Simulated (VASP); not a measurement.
# Si8O15 (a cell with a defect) in VASP: single point with PBEsol

Aim: the single point of Si8O15 (a cell with a defect) with PBEsol.

Program: VASP 6.6.1. These are calculated values, not measurements. Logs are shortened: lines on timing, memory, paths and dates and some standing lists are left out, and cuts for length are marked.

## 1. The cell of the first run

The cell holds a defect, 23 atoms: a = 7.045 Å, b = 7.045 Å, c = 7.335 Å, α = 90.00°, β = 90.00°, γ = 90.00°.

## 2. Single point, PBEsol, collinear spin

File INCAR:

```
SYSTEM = Si8O15
  PREC = Accurate
  ENCUT = 520
  EDIFF = 1E-6
  ISMEAR = 0
  SIGMA = 0.02
  LREAL = Auto
  LASPH = .True.
  NELM = 150
  ALGO = Normal
  ISIF = 2
  LWAVE = .False.
  LCHARG = .False.
  ISPIN = 2
  MAGMOM = 0 0 0.5 0 0.5 0 0 0 0 0 0 0 0 0 0 0 0 0 0 0 0 0 0
  LORBIT = 11
  GGA = PS
  NELECT = 121.0
  NBANDS = 82
```

File KPOINTS:

```
Automatic mesh
0
Gamma
  2 2 2
  0.5 0.5 0.5
```

File POSCAR:

```
Si8O15
1.0
    4.9817497440      4.9817497440      0.0000000000
    4.9817497440     -4.9817497440      0.0000000000
    0.0000000000      0.0000000000     -7.3354252818
Si O
8 15
Direct
    0.5068506338      0.0041123273      0.5038806578
    0.4909382041      0.5123403432      0.0140100921
   -0.0119971238      0.4895306753      0.4980500306
   -0.0021081639     -0.0105744301     -0.0126181846
    0.2395945530      0.2381571939      0.2522593357
    0.2615996756      0.7409973516      0.7368476493
    0.7536741189      0.7575514075      0.2473269113
    0.7387187408      0.2487785314      0.7631618423
    0.1521087107      0.9076969626      0.8451110972
    0.6790967280      0.9294690298      0.3758188344
    0.6578181232      0.4039392083      0.9049295580
    0.3978285184      0.3768849812      0.1729054973
    0.4426874819      0.8298079229      0.6326848898
    0.9343394202      0.8258868310      0.1288853251
    0.9154793703      0.3393147175      0.6449579250
    0.0897747790      0.1661681595      0.1046794417
    0.1270896009      0.6472028208      0.5776685594
    0.5792821445      0.6933719986      0.1185690579
    0.5746005509      0.1850722325      0.6222955044
    0.3218078205      0.0776334889      0.3849474203
    0.3240117950      0.5745235080      0.8756340336
    0.8275836522      0.5723041413      0.3656206234
    0.8173141028      0.0683691569      0.8755204182
```

Potentials or basis: VASP PAW PBE potentials, release 64 (Si, O).

Started as:

```sh
> cat potpaw_PBE.64/Si/POTCAR potpaw_PBE.64/O/POTCAR > POTCAR
> mpirun -np 1 vasp_std > vasp.out
```

OUTCAR:

```text
SYSTEM = Si8O15
   PREC = Accurate
   ENCUT = 520
   EDIFF = 1E-6
   ISMEAR = 0
   LREAL = Auto
   LASPH = .True.
   NELM = 150
   ISIF = 2
   ISPIN = 2
   LORBIT = 11
   GGA = PS
   NELECT = 121.0

 ion  position               nearest neighbor table
   1  0.507  0.004  0.504-  13 1.61  19 1.61  10 1.62  20 1.65   8 3.04   6 3.06   7 3.10   5 3.11

   2  0.491  0.512  0.014-  18 1.61  21 1.61  11 1.61  12 1.64   6 3.06   7 3.06   8 3.14
   3  0.988  0.490  0.498-  17 1.59  15 1.59  22 1.60   5 3.09   7 3.11   8 3.12
   4  0.998  0.989  0.987-   9 1.61  23 1.61  14 1.61  16 1.65   7 3.04   8 3.06   5 3.12   6 3.15

   5  0.240  0.238  0.252-  12 1.59  16 1.59  20 1.60   3 3.09   1 3.11   4 3.12
   6  0.262  0.741  0.737-  13 1.61   9 1.61  21 1.61  17 1.64   2 3.06   1 3.06   4 3.15
   7  0.754  0.758  0.247-  18 1.61  14 1.61  10 1.62  22 1.65   4 3.04   2 3.06   1 3.10   3 3.11

   8  0.739  0.249  0.763-  11 1.61  23 1.61  19 1.61  15 1.65   1 3.04   4 3.06   3 3.12   2 3.14

   9  0.152  0.908  0.845-   4 1.61   6 1.61
  10  0.679  0.929  0.376-   7 1.62   1 1.62
  11  0.658  0.404  0.905-   8 1.61   2 1.61
  12  0.398  0.377  0.173-   5 1.59   2 1.64
  13  0.443  0.830  0.633-   6 1.61   1 1.61
  14  0.934  0.826  0.129-   4 1.61   7 1.61
  15  0.915  0.339  0.645-   3 1.59   8 1.65
  16  0.090  0.166  0.105-   5 1.59   4 1.65
  17  0.127  0.647  0.578-   3 1.59   6 1.64
  18  0.579  0.693  0.119-   2 1.61   7 1.61
  19  0.575  0.185  0.622-   8 1.61   1 1.61
  20  0.322  0.078  0.385-   5 1.60   1 1.65
  21  0.324  0.575  0.876-   2 1.61   6 1.61
  22  0.828  0.572  0.366-   3 1.60   7 1.65
  23  0.817  0.068  0.876-   4 1.61   8 1.61

  LATTYP: Found a simple tetragonal cell.
 ALAT       =     7.0452580523
 C/A-ratio  =     1.0411861748

  Lattice vectors:

 A1 = (   4.9817497440,   4.9817497440,   0.0000000000)
 A2 = (   4.9817497440,  -4.9817497440,   0.0000000000)
 A3 = (   0.0000000000,   0.0000000000,  -7.3354252818)

Analysis of symmetry for initial positions (statically):
=====================================================================
 Subroutine PRICEL returns:
 Original cell was already a primitive cell.

 Routine SETGRP: Setting up the symmetry group for a
 simple tetragonal supercell.

 Subroutine GETGRP returns: Found  1 space group operations
 (whereof  1 operations were pure point group operations)
 out of a pool of 16 trial point group operations.

The static configuration has the point symmetry C_1 .

Analysis of symmetry for dynamics (positions and initial velocities):
=====================================================================
 Subroutine PRICEL returns:
 Original cell was already a primitive cell.

 Routine SETGRP: Setting up the symmetry group for a
 simple tetragonal supercell.

 Subroutine GETGRP returns: Found  1 space group operations
 (whereof  1 operations were pure point group operations)
 out of a pool of 16 trial point group operations.

The dynamic configuration has the point symmetry C_1 .

Analysis of structural, dynamic, and magnetic symmetry:
=====================================================================
 Subroutine PRICEL returns:
 Original cell was already a primitive cell.

 Routine SETGRP: Setting up the symmetry group for a
 simple tetragonal supercell.

 Subroutine GETGRP returns: Found  1 space group operations
 (whereof  1 operations were pure point group operations)
 out of a pool of 16 trial point group operations.

The overall configuration has the point symmetry C_1 .

 Subroutine INISYM returns: Found  1 space group operations
 (whereof  1 operations are pure point group operations),
 and found     1 'primitive' translations

----------------------------------------------------------------------------------------

                                     Primitive cell

  volume of cell :     364.0987

  direct lattice vectors                    reciprocal lattice vectors
     4.981749744  4.981749744  0.000000000     0.100366342  0.100366342  0.000000000
     4.981749744 -4.981749744  0.000000000     0.100366342 -0.100366342  0.000000000
     0.000000000  0.000000000 -7.335425282     0.000000000  0.000000000 -0.136324748

  length of vectors
[... 88 lines left out ...]
   dimension x,y,z NGX =    54 NGY =   54 NGZ =   56
   dimension x,y,z NGXF=   108 NGYF=  108 NGZF=  112
   ions per type =               8  15
   NGX,Y,Z   is equivalent  to a cutoff of  12.74, 12.74, 12.69 a.u.
   NGXF,Y,Z  is equivalent  to a cutoff of  25.48, 25.48, 25.38 a.u.
 SYSTEM =  Si8O15
   PREC   = accura    normal or accurate (medium, high low for compatibility)
   ISTART =      0    job   : 0-new  1-cont  2-samecut
   ICHARG =      2    charge: 1-file 2-atom 10-const
   ISPIN  =      2    spin polarized calculation?
   LNONCOLLINEAR =      F non collinear calculations
   LSORBIT =      F    spin-orbit coupling
   LASPH  =      T    aspherical Exc in radial PAW
   ENCUT  =  520.0 eV  38.22 Ry    6.18 a.u.  13.10 13.10 13.64*2*pi/ulx,y,z
   NELM   =    150;   NELMIN=  2; NELMDL= -5     # of ELM steps
   EDIFF  = 0.1E-05   stopping-criterion for ELM
   LREAL  =      T    real-space projection
   EDIFFG = 0.1E-04   stopping-criterion for IOM
   NSW    =      0    number of steps for IOM
   IBRION =     -1    ionic relax: 0-MD 1-quasi-New 2-CG
   NFREE  =      0    steps in history (QN), initial steepest desc. (CG)
   ISIF   =      2    stress and relaxation
   ISYM   =      2    0-nonsym 1-usesym 2-fastsym
   POTIM  = 0.5000    time-step for ionic-motion
   TEBEG  =    0.0;   TEEND  =   0.0 temperature during run
   PSTRESS=    0.0 pullay stress
   NELECT =     121.0000    total number of electrons
   NUPDOWN=      -1.0000    fix difference up-down
   EMIN   =  10.00;   EMAX   =-10.00  energy-range for DOS
   EFERMI =   0.00;   METHOD = LEGACY
   ISMEAR =     0;   SIGMA  =   0.02  broadening in eV -4-tet -1-fermi 0-gaus
   EFERMI_NEDOS =   21; number of points for ismear=-14 and -15
   IALGO  =     38    algorithm
   IMIX   =      4    mixing-type and parameters
     AMIX     =   0.40;   BMIX     =  1.00
     AMIX_MAG =   1.60;   BMIX_MAG =  1.00
  volume/ion in A,a.u.               =      15.83       106.83
  Fermi-wavevector in a.u.,A,eV,Ry     =   1.133958  2.142870 17.495193  1.285860
  Thomas-Fermi vector in A             =   2.270661
   LORBIT       =     11    0 simple, 1 ext, 2 COOP (PROOUT), +10 PAW based schemes
   GGA     = PS    functional components
   LHFCALC =     F    Hartree Fock is set to
   AEXX    =    0.0000 exact exchange contribution
   IVDW    =     0    specifies the selected vdW correction
   LEPSILON=     F    determine dielectric tensor
   LRPA    =     F    only Hartree local field effects (RPA)
 spin polarized calculation
 Gauss-broadening in eV      SIGMA  =   0.02
  energy-cutoff  :      520.00
  volume of cell :      364.10
 maximum number of plane-waves:      9804
 NGX is ok and might be reduce to    54
   NGX = 27   NGY = 27   NGZ = 27

 number of electron     121.0000011 magnetization       1.0000000

 Free energy of the ion-electron system (eV)
  ---------------------------------------------------
  ext. energy  EPLUGINS =         0.00000000
  ---------------------------------------------------
  free energy    TOTEN  =      -187.25637262 eV

  energy without entropy =     -187.25637262  energy(sigma->0) =     -187.25637262

 E-fermi :   0.4915     XC(G=0):  -8.0374

 val. band max:        0.3541692517   @ k =  -0.2500   0.2500   0.2500
 cond. band min:       1.5136816173   @ k =   0.2500  -0.2500   0.2500
 fundamental gap:      1.1595123656
 Fermi energy:         0.4914586074

 spin component 1

 k-point     1 :       0.2500    0.2500    0.2500
  band No.  band energies     occupation
      1     -19.6374      1.00000
      2     -19.4271      1.00000
      3     -19.2502      1.00000
      4     -19.2344      1.00000
      5     -18.7016      1.00000
      6     -18.6814      1.00000
[... 289 lines left out ...]
     71       8.7049      0.00000
     72       8.7704      0.00000
 Fermi energy:         0.4914586074

 spin component 2

 k-point     1 :       0.2500    0.2500    0.2500
  band No.  band energies     occupation
      1     -19.6020      1.00000
      2     -19.3751      1.00000
      3     -19.2281      1.00000
      4     -19.1904      1.00000
      5     -18.6582      1.00000
      6     -18.6360      1.00000
[... 289 lines left out ...]
     71       8.7354      0.00000
     72       8.8114      0.00000
 [bands above 72 left out]

------------------------ aborting loop because EDIFF is reached ----------------------------------------

  FORCE on cell =-STRESS in cart. coord.  units (eV):
  Direction    XX          YY          ZZ          XY          YZ          ZX
  --------------------------------------------------------------------------------------
  -------------------------------------------------------------------------------------
  Total       -3.8462794     -9.9247553     -9.0247514      0.0116475     -2.3319038      0.0085471
  in kB      -16.9251412    -43.6728245    -39.7124538      0.0512536    -10.2612933      0.0376105
  external PRESSURE =     -33.4368065 kB  Pullay stress =       0.0000000 kB

 VOLUME and BASIS-vectors are now :
 -----------------------------------------------------------------------------
  energy-cutoff  :      520.00
  volume of cell :      364.10
      direct lattice vectors                 reciprocal lattice vectors
     4.981749744  4.981749744  0.000000000     0.100366342  0.100366342  0.000000000
     4.981749744 -4.981749744  0.000000000     0.100366342 -0.100366342  0.000000000
     0.000000000  0.000000000 -7.335425282     0.000000000  0.000000000 -0.136324748

 POSITION                                       TOTAL-FORCE (eV/Angst)
 -----------------------------------------------------------------------------------
      2.54549      2.50452     -3.69618        -0.013289     -0.034347      0.009919
      4.99808     -0.10662     -0.10277        -0.031735     -0.010909     -0.033589
      7.36070      2.48326     -3.65341         0.004427      0.078620      0.058233
      9.90032      0.04218     -7.24287         0.029286      0.002224     -0.004351
      2.38004      0.00716     -1.85043         0.010817     -0.072948     -0.051867
      4.99469     -2.38824     -5.40509        -0.014864      0.013194      0.031854
[... 15 lines left out ...]
      6.97389      1.27174     -2.68198        -0.018860     -0.049175      0.030774
      4.41225      3.73106     -6.42231        -0.035471     -0.003048     -0.002011
 -----------------------------------------------------------------------------------
    total drift:                               -0.002101     -0.008360      0.018647

  FREE ENERGIE OF THE ION-ELECTRON SYSTEM (eV)
  ---------------------------------------------------
  free  energy   TOTEN  =      -187.2563726245 eV

  energy  without entropy=     -187.2563726245  energy(sigma->0) =     -187.25637262

 total charge

# of ion       s       p       d       tot
------------------------------------------
    1        0.642   0.982   0.000   1.624
    2        0.640   0.987   0.000   1.628
    3        0.659   0.945   0.000   1.604
    4        0.641   0.988   0.000   1.629
    5        0.659   0.945   0.000   1.604
    6        0.640   0.987   0.000   1.628
[... 15 lines left out ...]
   22        1.546   3.647   0.000   5.193
   23        1.545   3.680   0.000   5.225
--------------------------------------------------
tot         28.336  62.838   0.000  91.174

 magnetization (x)

# of ion       s       p       d       tot
------------------------------------------
    1        0.000   0.001   0.000   0.002
    2        0.001   0.001   0.000   0.002
    3        0.034   0.058   0.000   0.091
    4        0.001   0.002   0.000   0.003
    5        0.034   0.058   0.000   0.091
    6        0.001   0.001   0.000   0.002
[... 15 lines left out ...]
   22        0.004   0.036   0.000   0.040
   23        0.000   0.002   0.000   0.002
--------------------------------------------------
tot          0.101   0.353   0.000   0.453
```

It took 6.1 min on 1 thread of Oxide Virtual Turin-like, shared host; peak memory 0.54 GiB.

What came out:

| Quantity | Value |
| --- | --- |
| Free energy | -187.2564 eV |
| Largest force | 0.098 eV/Å |
| Net moment | 1.00 μB per cell |
| Site moments | Si +0.00, +0.09 (each value once); O +0.01, +0.04, +0.00 (each value once) μB |
| Valence electrons inside the program's atomic spheres | Si 1.62, 1.63, 1.60 (each value once); O 5.22, 5.21, 5.20, 5.19 (each value once) |

Forces on the atoms (eV/Å):
```
Si  -0.013 -0.034  0.010
Si  -0.032 -0.011 -0.034
Si   0.004  0.079  0.058
Si   0.029  0.002 -0.004
Si   0.011 -0.073 -0.052
Si  -0.015  0.013  0.032
Si  -0.018  0.023 -0.003
Si   0.022  0.002  0.006
O    0.013 -0.014  0.007
O    0.036  0.001 -0.002
O    0.018  0.017 -0.010
O    0.040  0.011  0.017
O   -0.002  0.032 -0.013
O    0.010  0.032  0.008
O   -0.026  0.023 -0.038
O   -0.031 -0.022  0.033
O    0.041 -0.011 -0.018
O   -0.002 -0.034  0.002
O    0.005 -0.027  0.003
O   -0.021  0.049 -0.032
O   -0.015 -0.005 -0.001
O   -0.019 -0.049  0.031
O   -0.035 -0.003 -0.002
```

Levels at points of the mesh, in eV from the Fermi level:
Spin up:
| k point | band 59 | band 60 | band 61 | band 62 | band 63 | band 64 |
| --- | --- | --- | --- | --- | --- | --- |
| (0.25, 0.25, 0.25) | -1.35 | -1.28 | -0.27 | 4.31 | 5.59 | 6.41 |
Spin down:
```
           k point  band 57  band 58  band 59  band 60  band 61  band 62  band 63  band 64
(0.25, 0.25, 0.25)    -1.66    -1.49    -1.33    -1.27     1.06     5.15     5.72     6.75
```

Caveat: the cell carries a net charge on a neutralising background, which shifts energy and pressure; the cell is charged against a uniform background, so pressure and absolute levels hang on convention; the PAW data sets were made with another functional, which shifts forces and pressure a little.
